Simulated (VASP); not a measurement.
# InGa23N24 (a cell with a defect) in VASP: single point with PBE

Aim: the single point of InGa23N24 (a cell with a defect) with PBE.

Program: VASP 6.6.1. These are calculated values, not measurements. Logs are shortened: lines on timing, memory, paths and dates and some standing lists are left out, and cuts for length are marked.

### 1 The cell of the first run

The cell holds a defect, 48 atoms: a = 8.302 Å, b = 8.302 Å, c = 8.302 Å, α = 84.36°, β = 84.36°, γ = 84.36°.

### 2 Single point, PBE

INCAR reads:

```
SYSTEM = InGa23N24
ALGO = Normal
EDIFF = 1E-6
ENCUT = 520
GGA = PE
ISIF = 2
ISMEAR = 0
LASPH = .True.
LCHARG = .True.
LELF = .True.
LREAL = Auto
LVHAR = .True.
LWAVE = .False.
NBANDS = 246
NELM = 100
PREC = Accurate
SIGMA = 0.01
```

KPOINTS reads:

```
Automatic mesh
0
Gamma
  2 2 2
  0.5 0.5 0.5
```

POSCAR reads:

```
InGa23N24
1.0
   -3.2183708174      5.5743817732      5.2431684262
   -3.2183708173     -5.5743817732      5.2431684262
    6.4367416346      0.0000000001      5.2431684262
In Ga N
1 23 24
Direct
    0.3324118950      0.6657452283      0.4990785616
    0.6689476297      0.4976789123      0.3301027142
    0.9968884978      0.8359452654      0.6679174792
    0.1643455790      0.4967693809      0.8356142964
    0.5026119321      0.8345841459      0.1635551645
    0.1634360476      1.0022809630      0.3310122456
    0.5012508125      0.3302218311      0.6692785988
    0.8339772001      0.6663601741      0.9987334769
    0.8320668102      0.1673105334      0.4996935075
    0.3330268408      0.1654001435      1.0006438668
    0.6665196064      0.9998529398      0.8331862731
    1.0003626706      0.3336960039      0.1670293373
    0.6697392025      0.8352888488      0.5005128533
    0.9954193016      0.6670233448      0.3311646545
    0.3338461866      1.0030725359      0.6686221822
    0.5019555155      0.6671795199      0.8364058692
    0.8331097156      1.0004616609      0.1659490676
    0.4992379039      0.1659951412      0.3334266807
    0.8326618079      0.5000933474      0.6659045706
    0.1667600140      0.8325712373      0.9993284746
    0.1644979878      0.3287526349      0.5003566782
    0.6671283276      0.3326157343      0.9997763822
    0.9992824010      0.1664430489      0.8337949942
    0.3336900115      0.4978313211      0.1620859683
    0.4677918104      0.8011251437      0.6344584771
    0.7896237244      0.6246405621      0.4583226674
    0.1258007207      0.9592119104      0.7921491173
    0.2913072287      0.6249893340      0.9562903910
    0.6258785771      0.9588157839      0.2924673874
    0.2916560007      0.1229570577      0.4579738954
    0.6254824506      0.4591340540      0.7925452437
    0.9583314893      0.7925711768      0.1234924943
    0.9568258276      0.2916648226      0.6259045101
    0.4592378434      0.2901591609      0.1249981559
    0.7919719402      0.1253052736      0.9586386069
    0.1265881364      0.4599214697      0.2932548031
    0.4682358187      0.6219650276      0.2748880749
    0.7947057749      0.4580803744      0.1233378508
    0.1082214082      0.8015691520      0.4552983609
    0.2886316942      0.4415547415      0.6349024854
    0.6284082234      0.7930652313      0.9583667055
    0.2922273424      0.9573997807      0.1256501486
    0.6240664474      0.2923168153      0.4588940091
    0.9589834820      0.6255606758      0.7907331141
    0.9566711841      0.1280391082      0.2914137078
    0.4597318980      0.1250333722      0.7950748900
    0.7917000389      0.9617415567      0.6263985647
    0.1247470411      0.2900045175      0.9613724416
```

Potentials or basis: VASP PAW PBE potentials, release 64 (In_d, Ga_d, N).

Started as:

```
$ cat potpaw_PBE.64/In_d/POTCAR potpaw_PBE.64/Ga_d/POTCAR potpaw_PBE.64/N/POTCAR > POTCAR
$ mpirun -np 1 vasp_std > vasp.out
```

OUTCAR:

```text
SYSTEM = InGa23N24
   EDIFF = 1E-6
   ENCUT = 520
   GGA = PE
   ISIF = 2
   ISMEAR = 0
   LASPH = .True.
   LREAL = Auto
   NELM = 100
   PREC = Accurate

 ion  position               nearest neighbor table
   1  0.332  0.666  0.499-  37 2.12  39 2.12  40 2.12  25 2.13  24 3.24  14 3.24  21 3.24   5 3.25
                             3 3.25   7 3.25   2 3.25   6 3.25   4 3.25  13 3.26  16 3.26  15 3.26
   2  0.669  0.498  0.330-  37 1.94  38 1.96  43 1.97  26 1.97   1 3.25
   3  0.997  0.836  0.668-  39 1.94  47 1.95  44 1.97  27 1.97   1 3.25
   4  0.164  0.497  0.836-  40 1.94  48 1.96  44 1.97  28 1.97   1 3.25
   5  0.503  0.835  0.164-  37 1.94  41 1.95  42 1.97  29 1.97   1 3.25
   6  0.163  0.002  0.331-  39 1.94  45 1.96  42 1.97  30 1.97   1 3.25
   7  0.501  0.330  0.669-  40 1.94  46 1.95  43 1.97  31 1.97   1 3.25
   8  0.834  0.666  0.999-  41 1.95  38 1.96  44 1.97  32 1.97
   9  0.832  0.167  0.500-  47 1.95  45 1.96  43 1.97  33 1.97
  10  0.333  0.165  0.001-  46 1.95  48 1.96  42 1.97  34 1.97
  11  0.667  1.000  0.833-  46 1.95  47 1.95  41 1.95  35 1.97
  12  0.000  0.334  0.167-  48 1.95  45 1.95  38 1.95  36 1.99
  13  0.670  0.835  0.501-  25 1.95  47 1.96  29 1.97  26 1.97   1 3.26
  14  0.995  0.667  0.331-  39 1.95  32 1.96  26 1.96  36 1.98   1 3.24
  15  0.334  0.003  0.669-  25 1.95  46 1.96  27 1.97  30 1.97   1 3.26
  16  0.502  0.667  0.836-  25 1.95  41 1.96  31 1.97  28 1.97   1 3.26
  17  0.833  0.000  0.166-  35 1.96  29 1.97  32 1.97  45 1.97
  18  0.499  0.166  0.333-  34 1.97  30 1.97  29 1.97  43 1.97
  19  0.833  0.500  0.666-  33 1.97  26 1.97  31 1.97  44 1.97
  20  0.167  0.833  0.999-  32 1.97  28 1.97  27 1.97  42 1.97
  21  0.164  0.329  0.500-  40 1.95  33 1.96  30 1.96  36 1.98   1 3.24
  22  0.667  0.333  1.000-  35 1.96  31 1.97  34 1.97  38 1.97
  23  0.999  0.166  0.834-  35 1.96  27 1.97  33 1.97  48 1.97
  24  0.334  0.498  0.162-  37 1.95  34 1.96  28 1.96  36 1.98   1 3.24
  25  0.468  0.801  0.634-  16 1.95  13 1.95  15 1.95   1 2.13
  26  0.790  0.625  0.458-  14 1.96  19 1.97  13 1.97   2 1.97
  27  0.126  0.959  0.792-  20 1.97  15 1.97  23 1.97   3 1.97
  28  0.291  0.625  0.956-  24 1.96  20 1.97  16 1.97   4 1.97
  29  0.626  0.959  0.292-  18 1.97  13 1.97  17 1.97   5 1.97
  30  0.292  0.123  0.458-  21 1.96  18 1.97  15 1.97   6 1.97
[... 16 lines left out ...]
  47  0.792  0.962  0.626-   3 1.95  11 1.95   9 1.95  13 1.96
  48  0.125  0.290  0.961-  12 1.95   4 1.96  10 1.96  23 1.97

  LATTYP: Found a trigonal (rhomboedric) cell.
 ALAT       =     8.3019550720
 COS(alpha) =     0.0982987825

  Lattice vectors:

 A1 = (  -3.2183708174,   5.5743817732,   5.2431684262)
 A2 = (  -3.2183708173,  -5.5743817732,   5.2431684262)
 A3 = (   6.4367416346,   0.0000000001,   5.2431684262)

Analysis of symmetry for initial positions (statically):
=====================================================================
 Subroutine PRICEL returns:
 Original cell was already a primitive cell.

 Routine SETGRP: Setting up the symmetry group for a
 trigonal (rhombohedral) supercell.

 Subroutine GETGRP returns: Found  3 space group operations
 (whereof  1 operations were pure point group operations)
 out of a pool of 12 trial point group operations.

The static configuration has the point symmetry C_1 .
 The point group associated with its full space group is C_3 .

Analysis of symmetry for dynamics (positions and initial velocities):
=====================================================================
 Subroutine PRICEL returns:
 Original cell was already a primitive cell.

 Routine SETGRP: Setting up the symmetry group for a
 trigonal (rhombohedral) supercell.

 Subroutine GETGRP returns: Found  3 space group operations
 (whereof  1 operations were pure point group operations)
 out of a pool of 12 trial point group operations.

The dynamic configuration has the point symmetry C_1 .
 The point group associated with its full space group is C_3 .

 Subroutine INISYM returns: Found  3 space group operations
 (whereof  1 operations are pure point group operations),
 and found     1 'primitive' translations

----------------------------------------------------------------------------------------

                                     Primitive cell

  volume of cell :     564.3881

  direct lattice vectors                    reciprocal lattice vectors
    -3.218370817  5.574381773  5.243168426    -0.051786036  0.089696045  0.063574790
    -3.218370817 -5.574381773  5.243168426    -0.051786036 -0.089696045  0.063574790
     6.436741635  0.000000000  5.243168426     0.103572072  0.000000000  0.063574790

  length of vectors
     8.301955072  8.301955072  8.301955072     0.121527478  0.121527478  0.121527478

  position of ions in fractional coordinates (direct lattice)
     0.332411895  0.665745228  0.499078562
     0.668947630  0.497678912  0.330102714
     0.996888498  0.835945265  0.667917479
     0.164345579  0.496769381  0.835614296
     0.502611932  0.834584146  0.163555165
     0.163436048  0.002280963  0.331012246
[... 40 lines left out ...]
     0.791700039  0.961741557  0.626398565
     0.124747041  0.290004518  0.961372442

  ion indices of the primitive-cell ions
   primitive index   ion index
                 1           1
                 2           2
                 3           3
                 4           4
                 5           5
                 6           6
[... 40 lines left out ...]
                47          47
                48          48

----------------------------------------------------------------------------------------

 KPOINTS: Automatic mesh

Automatic generation of k-mesh.
 Grid dimensions read from file:
 generate k-points for:    2    2    2

 Generating k-lattice:

  Cartesian coordinates                     Fractional coordinates (reciprocal lattice)
    -0.025893018  0.044848023  0.031787395     0.500000000 -0.000000000  0.000000000
    -0.025893018 -0.044848023  0.031787395     0.000000000  0.500000000  0.000000000
     0.051786036  0.000000000  0.031787395     0.000000000  0.000000000  0.500000000

  Length of vectors
     0.060763739  0.060763739  0.060763739

  Shift w.r.t. Gamma in fractional coordinates (k-lattice)
     0.500000000  0.500000000  0.500000000

 Subroutine IBZKPT returns following result:
 ===========================================

 Found      2 irreducible k-points:

 Following reciprocal coordinates:
            Coordinates               Weight
  0.250000  0.250000  0.250000      2.000000
 -0.250000  0.250000  0.250000      6.000000
   k-points           NKPTS =      2   k-points in BZ     NKDIM =      2   number of bands    NBANDS=    246
   number of dos      NEDOS =    301   number of ions     NIONS =     48
   total plane-waves  NPLWV = 262144
   dimension x,y,z NGX =    64 NGY =   64 NGZ =   64
   dimension x,y,z NGXF=   128 NGYF=  128 NGZF=  128
   ions per type =               1  23  24
   NGX,Y,Z   is equivalent  to a cutoff of  12.82, 12.82, 12.82 a.u.
   NGXF,Y,Z  is equivalent  to a cutoff of  25.63, 25.63, 25.63 a.u.
 SYSTEM =  InGa23N24
   PREC   = accura    normal or accurate (medium, high low for compatibility)
   ISTART =      0    job   : 0-new  1-cont  2-samecut
   ICHARG =      2    charge: 1-file 2-atom 10-const
   ISPIN  =      1    spin polarized calculation?
   LNONCOLLINEAR =      F non collinear calculations
   LSORBIT =      F    spin-orbit coupling
   LASPH  =      T    aspherical Exc in radial PAW
   ENCUT  =  520.0 eV  38.22 Ry    6.18 a.u.  15.44 15.44 15.44*2*pi/ulx,y,z
   NELM   =    100;   NELMIN=  2; NELMDL= -5     # of ELM steps
   EDIFF  = 0.1E-05   stopping-criterion for ELM
   LREAL  =      T    real-space projection
   EDIFFG = 0.1E-04   stopping-criterion for IOM
   NSW    =      0    number of steps for IOM
   IBRION =     -1    ionic relax: 0-MD 1-quasi-New 2-CG
   NFREE  =      0    steps in history (QN), initial steepest desc. (CG)
   ISIF   =      2    stress and relaxation
   ISYM   =      2    0-nonsym 1-usesym 2-fastsym
   POTIM  = 0.5000    time-step for ionic-motion
   TEBEG  =    0.0;   TEEND  =   0.0 temperature during run
   PSTRESS=    0.0 pullay stress
   NELECT =     432.0000    total number of electrons
   NUPDOWN=      -1.0000    fix difference up-down
   EMIN   =  10.00;   EMAX   =-10.00  energy-range for DOS
   EFERMI =   0.00;   METHOD = LEGACY
   ISMEAR =     0;   SIGMA  =   0.01  broadening in eV -4-tet -1-fermi 0-gaus
   EFERMI_NEDOS =   21; number of points for ismear=-14 and -15
   IALGO  =     38    algorithm
   IMIX   =      4    mixing-type and parameters
     AMIX     =   0.40;   BMIX     =  1.00
     AMIX_MAG =   1.60;   BMIX_MAG =  1.00
  volume/ion in A,a.u.               =      11.76        79.35
  Fermi-wavevector in a.u.,A,eV,Ry     =   1.497534  2.829930 30.512550  2.242609
  Thomas-Fermi vector in A             =   2.609410
   LORBIT       =      0    0 simple, 1 ext, 2 COOP (PROOUT), +10 PAW based schemes
   GGA     = PE    functional components
   LHFCALC =     F    Hartree Fock is set to
   AEXX    =    0.0000 exact exchange contribution
   IVDW    =     0    specifies the selected vdW correction
   LEPSILON=     F    determine dielectric tensor
   LRPA    =     F    only Hartree local field effects (RPA)
 non-spin polarized calculation
 Gauss-broadening in eV      SIGMA  =   0.01
  energy-cutoff  :      520.00
  volume of cell :      564.39
 maximum number of plane-waves:     15214
 NGX is ok and might be reduce to    64
   NGX = 31   NGY = 31   NGZ = 31

 number of electron     432.0000026 magnetization

 Free energy of the ion-electron system (eV)
  ---------------------------------------------------
  ext. energy  EPLUGINS =         0.00000000
  ---------------------------------------------------
  free energy    TOTEN  =      -290.08012767 eV

  energy without entropy =     -290.08012767  energy(sigma->0) =     -290.08012767

 E-fermi :   5.1369     XC(G=0): -11.5446

 val. band max:        5.0824476160   @ k =   0.2500   0.2500   0.2500
 cond. band min:       8.1103833075   @ k =   0.2500   0.2500   0.2500
 fundamental gap:      3.0279356915
 Fermi energy:         5.1368646557

 k-point     1 :       0.2500    0.2500    0.2500
  band No.  band energies     occupation
      1     -10.3956      2.00000
      2     -10.0201      2.00000
      3      -9.9742      2.00000
      4      -9.9654      2.00000
      5      -9.8292      2.00000
      6      -9.8171      2.00000
[... 220 lines left out ...]
    227      10.2460      0.00000
    228      10.3641      0.00000

 k-point     2 :      -0.2500    0.2500    0.2500
  band No.  band energies     occupation
      1     -10.3602      2.00000
      2     -10.0445      2.00000
      3     -10.0076      2.00000
      4      -9.9652      2.00000
      5      -9.8554      2.00000
      6      -9.8350      2.00000
[... 220 lines left out ...]
    227      10.4010      0.00000
    228      10.4318      0.00000
 [bands above 228 left out]

------------------------ aborting loop because EDIFF is reached ----------------------------------------

  FORCE on cell =-STRESS in cart. coord.  units (eV):
  Direction    XX          YY          ZZ          XY          YZ          ZX
  --------------------------------------------------------------------------------------
  -------------------------------------------------------------------------------------
  Total        8.6990872      8.6990872      8.5332477      0.0000001      0.0000000     -0.0000000
  in kB       24.6948513     24.6948513     24.2240685      0.0000003      0.0000000     -0.0000000
  external PRESSURE =      24.5379237 kB  Pullay stress =       0.0000000 kB

 VOLUME and BASIS-vectors are now :
 -----------------------------------------------------------------------------
  energy-cutoff  :      520.00
  volume of cell :      564.39
      direct lattice vectors                 reciprocal lattice vectors
    -3.218370817  5.574381773  5.243168426    -0.051786036  0.089696045  0.063574790
    -3.218370817 -5.574381773  5.243168426    -0.051786036 -0.089696045  0.063574790
     6.436741635  0.000000000  5.243168426     0.103572072  0.000000000  0.063574790

 POSITION                                       TOTAL-FORCE (eV/Angst)
 -----------------------------------------------------------------------------------
     -0.00000     -1.85813      7.85026         0.000000     -0.000000     -0.006417
     -1.62985      0.95472      7.84760         0.001570     -0.005969      0.001432
     -1.59953      0.89716     13.11186        -0.004917      0.000625      0.000178
      3.25092     -1.85306      7.84760        -0.005954      0.001625      0.001432
     -3.25083     -1.85054      7.86869         0.003000      0.003945      0.000178
      1.59730      0.89834      2.60444         0.004385      0.004344      0.001432
[... 40 lines left out ...]
     -1.61126     -0.94788     12.47790         0.000127     -0.002690      0.002430
      4.85328     -0.92121      7.21525         0.004484     -0.000125      0.002314
 -----------------------------------------------------------------------------------
    total drift:                               -0.000120     -0.000474     -0.002442

  FREE ENERGIE OF THE ION-ELECTRON SYSTEM (eV)
  ---------------------------------------------------
  free  energy   TOTEN  =      -290.0801276700 eV

  energy  without entropy=     -290.0801276700  energy(sigma->0) =     -290.08012767
```

It used 850 s of CPU time on 1 thread of Intel(R) Xeon(R) Platinum 8488C (Sapphire Rapids), on a shared host.

What came out:

* Free energy: -290.0801 eV
* Pressure: 2.5 GPa
* Largest force: 0.014 eV/Å
* Band gap on the k mesh: 3.03 eV

Forces in eV/Å, atoms in the order of the input:
```
In   0.000  0.000 -0.006
Ga   0.002 -0.006  0.001
Ga  -0.005  0.001  0.000
Ga  -0.006  0.002  0.001
Ga   0.003  0.004  0.000
Ga   0.004  0.004  0.001
Ga   0.002 -0.005  0.000
Ga   0.003 -0.005  0.000
Ga   0.003  0.005  0.000
Ga  -0.006  0.000  0.000
Ga   0.000  0.000 -0.007
Ga   0.000  0.000 -0.014
Ga   0.004 -0.003  0.000
Ga  -0.001  0.000  0.001
Ga   0.001  0.005  0.000
Ga  -0.005 -0.002  0.000
Ga   0.000  0.001  0.001
Ga  -0.001 -0.002  0.003
Ga  -0.001  0.002  0.003
Ga   0.002  0.000  0.003
Ga   0.001 -0.001  0.001
Ga   0.000 -0.001  0.001
Ga  -0.001  0.000  0.001
Ga   0.000  0.001  0.001
N    0.000  0.000  0.009
N    0.000  0.001 -0.003
N   -0.001  0.000 -0.002
N    0.001  0.000 -0.003
N    0.001  0.001 -0.002
N   -0.001 -0.001 -0.003
N    0.000 -0.001 -0.002
N    0.000  0.002 -0.002
N   -0.002 -0.001 -0.002
N    0.002 -0.001 -0.002
N    0.000  0.000  0.005
N    0.000  0.000  0.007
N   -0.009  0.005 -0.002
N   -0.002  0.004  0.002
N    0.000 -0.010 -0.002
N    0.009  0.005 -0.002
N   -0.002  0.001  0.002
N    0.001 -0.001 -0.002
N   -0.001 -0.001 -0.002
N    0.000  0.001 -0.002
N   -0.002 -0.004  0.002
N    0.002  0.001  0.002
N    0.000 -0.003  0.002
N    0.004  0.000  0.002
```

Levels at points of the mesh, in eV from the valence-band top:
| k point | band 212 | band 213 | band 214 | band 215 | band 216 | band 217 | band 218 | band 219 | band 220 | band 221 |
| --- | --- | --- | --- | --- | --- | --- | --- | --- | --- | --- |
| (0.25, 0.25, 0.25) | -0.67 | -0.65 | -0.64 | 0.00 | 0.00 | 3.03 | 4.23 | 4.33 | 4.34 | 4.35 |

Caveat: spin-orbit coupling is left out, which moves the levels of the heavy elements.
